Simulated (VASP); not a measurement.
# Cr (Im-3m) in VASP: further runs

The runs below take Cr through single point, with r2SCAN.

Everything below comes from runs of VASP 6.6.1. Logs are shortened: lines on timing, memory, paths and dates and some standing lists are left out, and cuts for length are marked.

### 1 The cell of the first run

It takes space group Im-3m (No. 229, cubic). Conventional cell: a = 2.884 Å, b = 2.884 Å, c = 2.884 Å, α = 90.00°, β = 90.00°, γ = 90.00°. Cr (site symmetry m-3m) has 14 Cr at 2.50 to 2.88 Å within 3.3 Å.

### 2 Single point, r2SCAN

POSCAR

```
Cr
1.0
   -1.4419500000      1.4419500000      1.4419500000
    1.4419500000     -1.4419500000      1.4419500000
    1.4419500000      1.4419500000     -1.4419500000
Cr
1
Direct
    0.0000000000      0.0000000000      0.0000000000
```

INCAR.step1

```
SYSTEM = Cr
  PREC = Accurate
  ENCUT = 520
  ISMEAR = 0
  SIGMA = 0.1
  LREAL = .FALSE.
  LASPH = .TRUE.
  NELM = 80
  NBANDS = 12
  GGA = PE
  ALGO = Normal
  EDIFF = 1E-4
  LWAVE = .TRUE.
  LCHARG = .FALSE.
```

INCAR.step2

```
SYSTEM = Cr
  PREC = Accurate
  ENCUT = 520
  EDIFF = 1E-7
  ISMEAR = 0
  SIGMA = 0.1
  LREAL = .FALSE.
  LASPH = .TRUE.
  NELM = 80
  ALGO = Normal
  ISIF = 2
  LWAVE = .FALSE.
  LCHARG = .FALSE.
  METAGGA = R2SCAN
  LMIXTAU = .TRUE.
  NBANDS = 12
  ISTART = 1
```

KPOINTS

```
Automatic mesh
0
G
  16 16 16
  0 0 0
```

Potentials or basis: VASP PAW PBE potentials, release 64 (Cr_pv).

Launch:

```console
$ cat potpaw_PBE.64/Cr_pv/POTCAR > POTCAR
$ cp INCAR.step1 INCAR
$ mpirun -np 1 vasp_std > vasp.out
$ cp INCAR.step2 INCAR
$ mpirun -np 1 vasp_std > vasp.out
```

OUTCAR:

```text
SYSTEM = Cr
   PREC = Accurate
   ENCUT = 520
   EDIFF = 1E-7
   ISMEAR = 0
   LREAL = .FALSE.
   LASPH = .TRUE.
   NELM = 80
   ISIF = 2
   METAGGA = R2SCAN
   ISTART = 1

 ion  position               nearest neighbor table
   1  0.000  0.000  0.000-

  LATTYP: Found a body centered cubic cell.
 ALAT       =     2.8839000000

  Lattice vectors:

 A1 = (  -1.4419500000,   1.4419500000,   1.4419500000)
 A2 = (   1.4419500000,  -1.4419500000,   1.4419500000)
 A3 = (   1.4419500000,   1.4419500000,  -1.4419500000)

Analysis of symmetry for initial positions (statically):
=====================================================================
 Subroutine PRICEL returns:
 Original cell was already a primitive cell.

 Routine SETGRP: Setting up the symmetry group for a
 body centered cubic supercell.

 Subroutine GETGRP returns: Found 48 space group operations
 (whereof 48 operations were pure point group operations)
 out of a pool of 48 trial point group operations.

The static configuration has the point symmetry O_h .

Analysis of symmetry for dynamics (positions and initial velocities):
=====================================================================
 Subroutine PRICEL returns:
 Original cell was already a primitive cell.

 Routine SETGRP: Setting up the symmetry group for a
 body centered cubic supercell.

 Subroutine GETGRP returns: Found 48 space group operations
 (whereof 48 operations were pure point group operations)
 out of a pool of 48 trial point group operations.

The dynamic configuration has the point symmetry O_h .

 Subroutine INISYM returns: Found 48 space group operations
 (whereof 48 operations are pure point group operations),
 and found     1 'primitive' translations

----------------------------------------------------------------------------------------

                                     Primitive cell

  volume of cell :      11.9925

  direct lattice vectors                    reciprocal lattice vectors
    -1.441950000  1.441950000  1.441950000     0.000000000  0.346752661  0.346752661
     1.441950000 -1.441950000  1.441950000     0.346752661  0.000000000  0.346752661
     1.441950000  1.441950000 -1.441950000     0.346752661  0.346752661  0.000000000

  length of vectors
     2.497530662  2.497530662  2.497530662     0.490382316  0.490382316  0.490382316

  position of ions in fractional coordinates (direct lattice)
     0.000000000  0.000000000  0.000000000
[... 76 lines left out ...]
   EDIFF  = 0.1E-06   stopping-criterion for ELM
   LREAL  =      F    real-space projection
   EDIFFG = 0.1E-05   stopping-criterion for IOM
   NSW    =      0    number of steps for IOM
   IBRION =     -1    ionic relax: 0-MD 1-quasi-New 2-CG
   NFREE  =      0    steps in history (QN), initial steepest desc. (CG)
   ISIF   =      2    stress and relaxation
   ISYM   =      2    0-nonsym 1-usesym 2-fastsym
   POTIM  = 0.5000    time-step for ionic-motion
   TEBEG  =    0.0;   TEEND  =   0.0 temperature during run
   PSTRESS=    0.0 pullay stress
   NELECT =      12.0000    total number of electrons
   NUPDOWN=      -1.0000    fix difference up-down
   EMIN   =  10.00;   EMAX   =-10.00  energy-range for DOS
   EFERMI =   0.00;   METHOD = LEGACY
   ISMEAR =     0;   SIGMA  =   0.10  broadening in eV -4-tet -1-fermi 0-gaus
   EFERMI_NEDOS =   21; number of points for ismear=-14 and -15
   IALGO  =     38    algorithm
   IMIX   =      4    mixing-type and parameters
     AMIX     =   0.40;   BMIX     =  1.00
     AMIX_MAG =   1.60;   BMIX_MAG =  1.00
  volume/ion in A,a.u.               =      11.99        80.93
  Fermi-wavevector in a.u.,A,eV,Ry     =   1.637439  3.094310 36.480015  2.681205
  Thomas-Fermi vector in A             =   2.728578
   LORBIT       =      0    0 simple, 1 ext, 2 COOP (PROOUT), +10 PAW based schemes
   METAGGA = R2SCAN    functional components
   LHFCALC =     F    Hartree Fock is set to
   AEXX    =    0.0000 exact exchange contribution
   IVDW    =     0    specifies the selected vdW correction
   LEPSILON=     F    determine dielectric tensor
   LRPA    =     F    only Hartree local field effects (RPA)
 non-spin polarized calculation
 Gauss-broadening in eV      SIGMA  =   0.10
  energy-cutoff  :      520.00
  volume of cell :       11.99
 maximum number of plane-waves:       336
   NGX =  9   NGY =  9   NGZ =  9

 number of electron      11.9999992 magnetization

 Free energy of the ion-electron system (eV)
  ---------------------------------------------------
  ext. energy  EPLUGINS =         0.00000000
  ---------------------------------------------------
  free energy    TOTEN  =       -14.78220228 eV

  energy without entropy =      -14.77954170  energy(sigma->0) =      -14.78087199

 E-fermi :  10.3673     XC(G=0): -14.7403

 val. band max:       10.3289411901   @ k =  -0.1875   0.1875   0.1250
 cond. band min:      10.3801904932   @ k =  -0.3125   0.3125   0.1875
 fundamental gap:      0.0512493031
 Fermi energy:        10.3672824065

 k-point     1 :       0.0000    0.0000    0.0000
  band No.  band energies     occupation
      1     -34.0028      2.00000
      2     -34.0028      2.00000
      3     -34.0027      2.00000
      4       2.1037      2.00000
      5       9.4668      2.00000
      6       9.4669      2.00000
      7       9.4669      2.00000
      8      11.7489      0.00000
      9      11.7489      0.00000
     10      13.4943      0.00000
     11      33.1968      0.00000
     12      33.1968      0.00000
[... 331 lines left out ...]
 k-point    24 :       0.2500    0.1875    0.0000
  band No.  band energies     occupation
      1     -34.6668      2.00000
      2     -34.2717      2.00000
      3     -34.0735      2.00000
      4       6.4208      2.00000
      5       8.1769      2.00000
      6       8.6754      2.00000
      7      11.3185      0.00000
      8      12.1088      0.00000
      9      13.3064      0.00000
     10      13.6655      0.00000
     11      24.1218      0.00000
     12      25.8924      0.00000

 [... further k-points ...]
[... 5 lines left out ...]
  --------------------------------------------------------------------------------------
  -------------------------------------------------------------------------------------
  Total       -1.0268528     -1.0268528     -1.0268528     -0.0000000      0.0000000      0.0000000
  in kB     -137.1854874   -137.1854874   -137.1854874     -0.0000000      0.0000000      0.0000000
  external PRESSURE =    -137.1854874 kB  Pullay stress =       0.0000000 kB

 VOLUME and BASIS-vectors are now :
 -----------------------------------------------------------------------------
  energy-cutoff  :      520.00
  volume of cell :       11.99
      direct lattice vectors                 reciprocal lattice vectors
    -1.441950000  1.441950000  1.441950000     0.000000000  0.346752661  0.346752661
     1.441950000 -1.441950000  1.441950000     0.346752661  0.000000000  0.346752661
     1.441950000  1.441950000 -1.441950000     0.346752661  0.346752661  0.000000000

 POSITION                                       TOTAL-FORCE (eV/Angst)
 -----------------------------------------------------------------------------------
      0.00000      0.00000      0.00000         0.000000     -0.000000      0.000000
 -----------------------------------------------------------------------------------
    total drift:                                0.000000     -0.000000      0.000000

  FREE ENERGIE OF THE ION-ELECTRON SYSTEM (eV)
  ---------------------------------------------------
  free  energy   TOTEN  =       -14.7822022830 eV

  energy  without entropy=      -14.7795417032  energy(sigma->0) =      -14.78087199
```

OSZICAR.step1:

```text
N       E                     dE             d eps       ncg     rms          rms(c)
DAV:   1     0.817353799718E+02    0.81735E+02   -0.71399E+03  3496   0.119E+03
DAV:   2    -0.998339961664E+01   -0.91719E+02   -0.88417E+02  3572   0.299E+02
DAV:   3    -0.112315041840E+02   -0.12481E+01   -0.12413E+01  3892   0.416E+01
DAV:   4    -0.112383165188E+02   -0.68123E-02   -0.68122E-02  3728   0.308E+00
DAV:   5    -0.112383995827E+02   -0.83064E-04   -0.83065E-04  3776   0.313E-01    0.124E+01
DAV:   6    -0.953343576544E+01    0.17050E+01   -0.47878E+00  3640   0.363E+01    0.216E+00
DAV:   7    -0.951565894801E+01    0.17777E-01   -0.68218E-02  3568   0.375E+00    0.111E+00
DAV:   8    -0.950571522307E+01    0.99437E-02   -0.29793E-03  3820   0.884E-01    0.137E-01
DAV:   9    -0.950562951948E+01    0.85704E-04   -0.53581E-04  3528   0.361E-01
   1 F= -.95056295E+01 E0= -.95038629E+01  d E =-.353320E-02
```

Wall time 79 s (1 thread of Intel Xeon Platinum 8488C (Sapphire Rapids), shared host); peak memory 0.13 GiB.

What came out:

| Property | Result |
| --- | --- |
| Free energy | -14.7822 eV |
| Pressure | -13.7 GPa |
| Band gap on the k mesh | zero (band 6 reaches 12.75 eV, above the bottom of band 7 at 9.47 eV) |

Caveat: the PAW data sets were made with another functional, which shifts forces and pressure a little; the run has no spin polarisation, though such a crystal can be magnetic. Spin polarisation is off, so any magnetic state and its effect on volume and gap are missing.

### 3 Single point, r2SCAN, collinear spin, antiferromagnetic start

This run uses another cell than the first one: it holds 2 atoms, not 1.

POSCAR

```
Cr
1.0
    2.8850000000      0.0000000000      0.0000000000
    0.0000000000      2.8850000000      0.0000000000
    0.0000000000      0.0000000000      2.8850000000
Cr
2
Direct
    0.0000000000      0.0000000000      0.0000000000
    0.5000000000      0.5000000000      0.5000000000
```

INCAR.step1

```
  ALGO = Normal
  EDIFF = 1E-4
  ENCUT = 520
  GGA = PE
  ISMEAR = 0
  ISPIN = 2
  LASPH = True
  LCHARG = False
  LMAXMIX = 4
  LREAL = False
  LWAVE = True
  MAGMOM = 1.5 -1.5
  NBANDS = 23
  NELM = 150
  PREC = Accurate
  SIGMA = 0.1
```

INCAR.step2

```
  ALGO = Normal
  EDIFF = 1E-6
  ENCUT = 520
  ISIF = 2
  ISMEAR = 0
  ISPIN = 2
  ISTART = 1
  LASPH = True
  LCHARG = True
  LELF = True
  LMAXMIX = 4
  LMIXTAU = True
  LORBIT = 11
  LREAL = False
  LVHAR = True
  LWAVE = False
  MAGMOM = 1.5 -1.5
  METAGGA = R2SCAN
  NBANDS = 23
  NELM = 150
  PREC = Accurate
  SIGMA = 0.1
```

KPOINTS

```
k-points
0
Gamma
  14 14 14
```

Potentials or basis: VASP PAW PBE potentials, release 64 (Cr_pv).

Launch:

```console
$ cat potpaw_PBE.64/Cr_pv/POTCAR > POTCAR
$ cp INCAR.step1 INCAR
$ mpirun -np 1 vasp_std > vasp.out
$ cp INCAR.step2 INCAR
$ mpirun -np 1 vasp_std > vasp.out
```

OUTCAR:

```text
EDIFF = 1E-6
   ENCUT = 520
   ISIF = 2
   ISMEAR = 0
   ISPIN = 2
   ISTART = 1
   LASPH = True
   LORBIT = 11
   LREAL = False
   METAGGA = R2SCAN
   NELM = 150
   PREC = Accurate

 ion  position               nearest neighbor table
   1  0.000  0.000  0.000-   2 2.50   2 2.50   2 2.50   2 2.50   2 2.50   2 2.50   2 2.50   2 2.50

   2  0.500  0.500  0.500-   1 2.50   1 2.50   1 2.50   1 2.50   1 2.50   1 2.50   1 2.50   1 2.50

  LATTYP: Found a simple cubic cell.
 ALAT       =     2.8850000000

  Lattice vectors:

 A1 = (   2.8850000000,   0.0000000000,   0.0000000000)
 A2 = (   0.0000000000,   2.8850000000,   0.0000000000)
 A3 = (   0.0000000000,   0.0000000000,   2.8850000000)

Analysis of symmetry for initial positions (statically):
=====================================================================
 Subroutine PRICEL returns following result:

  LATTYP: Found a body centered cubic cell.
 ALAT       =     2.8850000000
[... 12 lines left out ...]
 Subroutine GETGRP returns: Found 48 space group operations
 (whereof 48 operations were pure point group operations)
 out of a pool of 48 trial point group operations.

The static configuration has the point symmetry O_h .

Analysis of symmetry for dynamics (positions and initial velocities):
=====================================================================
 Subroutine PRICEL returns following result:

  LATTYP: Found a body centered cubic cell.
 ALAT       =     2.8850000000
[... 12 lines left out ...]
 Subroutine GETGRP returns: Found 48 space group operations
 (whereof 48 operations were pure point group operations)
 out of a pool of 48 trial point group operations.

The dynamic configuration has the point symmetry O_h .

Analysis of structural, dynamic, and magnetic symmetry:
=====================================================================
 Subroutine PRICEL returns following result:

  LATTYP: Found a body centered cubic cell.
 ALAT       =     2.8850000000
[... 12 lines left out ...]
 Subroutine GETGRP returns: Found 48 space group operations
[... 139 lines left out ...]

 number of electron      23.9999981 magnetization       0.0000000

 number of electron      23.9999981 magnetization      -0.0000000

 Free energy of the ion-electron system (eV)
  ---------------------------------------------------
  ext. energy  EPLUGINS =         0.00000000
  ---------------------------------------------------
  free energy    TOTEN  =       -30.08417424 eV

  energy without entropy =      -30.08303215  energy(sigma->0) =      -30.08360320

 E-fermi :  10.6205     XC(G=0): -14.6195

 val. band max:       10.6004839567   @ k =   0.5000   0.5000   0.1429
 cond. band min:      10.6636212774   @ k =   0.4286   0.0714   0.0714
 fundamental gap:      0.0631373207
 Fermi energy:        10.6204523415

 spin component 1

 k-point     1 :       0.0000    0.0000    0.0000
  band No.  band energies     occupation
      1     -35.2664      1.00000
      2     -35.2664      1.00000
      3     -35.2664      1.00000
      4     -32.2632      1.00000
      5     -32.2632      1.00000
      6     -32.2631      1.00000
[... 613 lines left out ...]
     22      26.2508      0.00000
     23      26.9944      0.00000

 [... further k-points ...]

 spin component 2

 k-point     1 :       0.0000    0.0000    0.0000
  band No.  band energies     occupation
      1     -35.2664      1.00000
      2     -35.2664      1.00000
      3     -35.2664      1.00000
      4     -32.2632      1.00000
      5     -32.2632      1.00000
      6     -32.2631      1.00000
[... 613 lines left out ...]
     22      26.2508      0.00000
     23      26.9944      0.00000

 [... further k-points ...]
[... 5 lines left out ...]
  --------------------------------------------------------------------------------------
  -------------------------------------------------------------------------------------
  Total        1.5971274      1.5971274      1.5971274      0.0000000      0.0000000      0.0000000
  in kB      106.5645333    106.5645333    106.5645333      0.0000000      0.0000000      0.0000000
  external PRESSURE =     106.5645333 kB  Pullay stress =       0.0000000 kB

 VOLUME and BASIS-vectors are now :
 -----------------------------------------------------------------------------
  energy-cutoff  :      520.00
  volume of cell :       24.01
      direct lattice vectors                 reciprocal lattice vectors
     2.885000000  0.000000000  0.000000000     0.346620451  0.000000000  0.000000000
     0.000000000  2.885000000  0.000000000     0.000000000  0.346620451  0.000000000
     0.000000000  0.000000000  2.885000000     0.000000000  0.000000000  0.346620451

 POSITION                                       TOTAL-FORCE (eV/Angst)
 -----------------------------------------------------------------------------------
      0.00000      0.00000      0.00000         0.000000      0.000000      0.000000
      1.44250      1.44250      1.44250        -0.000000     -0.000000     -0.000000
 -----------------------------------------------------------------------------------
    total drift:                                0.000000      0.000000     -0.000000

  FREE ENERGIE OF THE ION-ELECTRON SYSTEM (eV)
  ---------------------------------------------------
  free  energy   TOTEN  =       -30.0841742434 eV

  energy  without entropy=      -30.0830321469  energy(sigma->0) =      -30.08360320

 total charge

# of ion       s       p       d       tot
------------------------------------------
    1        0.685   6.400   4.137  11.221
    2        0.685   6.400   4.137  11.221
--------------------------------------------------
tot          1.370  12.800   8.273  22.443

 magnetization (x)

# of ion       s       p       d       tot
------------------------------------------
    1        0.080   0.038   2.224   2.342
    2       -0.080  -0.038  -2.224  -2.342
--------------------------------------------------
tot          0.000   0.000   0.000   0.000
```

Run time: 4.5 min. Hardware: 1 thread of Intel Xeon Platinum 8488C (Sapphire Rapids), shared host; peak memory 0.22 GiB.

Results:

```yaml
Free_energy: -30.0842 eV
Pressure: 10.7 GPa
Band_gap_on_the_k_mesh: zero (filled and empty bands overlap)
Net_moment: 0.00 μB per cell
Site_moments: Cr +2.34, -2.34 μB
Valence_electrons_inside_the_program's_atomic_spheres: Cr 11.22
```

Levels at points of the mesh, in eV from the Fermi level:
Spin up:
```csv
k point,band 10,band 11,band 12,band 13,band 14,band 15
"(0.00, 0.00, 0.00)",-1.34,-1.34,-1.34,1.31,1.72,1.72
"(0.50, 0.00, 0.00)",-1.66,-1.66,-0.69,-0.47,1.10,1.10
"(0.50, 0.50, 0.00)",-2.70,0.67,0.67,0.67,1.08,1.41
"(0.50, 0.50, 0.50)",-1.52,-1.52,-1.52,0.73,0.73,1.27
```
Spin down:
| k point | band 9 | band 10 | band 11 | band 12 | band 13 | band 14 | band 15 | band 16 |
| --- | --- | --- | --- | --- | --- | --- | --- | --- |
| (0.00, 0.00, 0.00) | -4.34 | -1.34 | -1.34 | -1.34 | 1.31 | 1.72 | 1.72 | 3.26 |
| (0.50, 0.00, 0.00) | -2.60 | -1.66 | -1.66 | -0.69 | -0.47 | 1.10 | 1.10 | 1.22 |
| (0.50, 0.50, 0.00) | -2.70 | -2.70 | 0.67 | 0.67 | 0.67 | 1.08 | 1.41 | 1.89 |
| (0.50, 0.50, 0.50) | -3.32 | -1.52 | -1.52 | -1.52 | 0.73 | 0.73 | 1.27 | 3.17 |

Caveat: the PAW data sets were made with another functional, which shifts forces and pressure a little.
